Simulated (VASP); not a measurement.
Input of a VASP 6.6.1 run:

File INCAR:

```
SYSTEM = CaO
PREC = Accurate ; ENCUT = 520
EDIFF = 1E-6 ; ISMEAR = 0
SIGMA = 0.01 ; LREAL = .False.
LASPH = .True. ; NELM = 80
ALGO = Normal ; ISIF = 2
LWAVE = .False. ; LCHARG = .False.
GGA = PS ; NBANDS = 15
```

Contents of KPOINTS:

```
regular mesh
0
Gamma
  7 7 7
  0 0 0
```

The input POSCAR:

```
CaO
1.0
    0.0000000000      2.2181835838      2.2181835838
    2.2181835838      0.0000000000      2.2181835838
    2.2181835838      2.2181835838      0.0000000000
Ca O
1 1
Direct
    0.0000000000      0.0000000000      0.0000000000
    0.5000000000      0.5000000000      0.5000000000
```

Potentials or basis: VASP PAW PBE potentials, release 64 (Ca_sv, O).

The run is started by

```sh
$ cat potpaw_PBE.64/Ca_sv/POTCAR potpaw_PBE.64/O/POTCAR > POTCAR
$ mpirun -np 1 vasp_std > vasp.out
```

Question: What does it give for the band gap on the k mesh?

Answer: 3.38 eV, indirect (least direct gap 3.65 eV).

Question: Estimate the pressure.

Answer: 41.6 GPa.

Caveat: the PAW data sets were made with another functional, which shifts forces and pressure a little. A k mesh can miss the band edges.
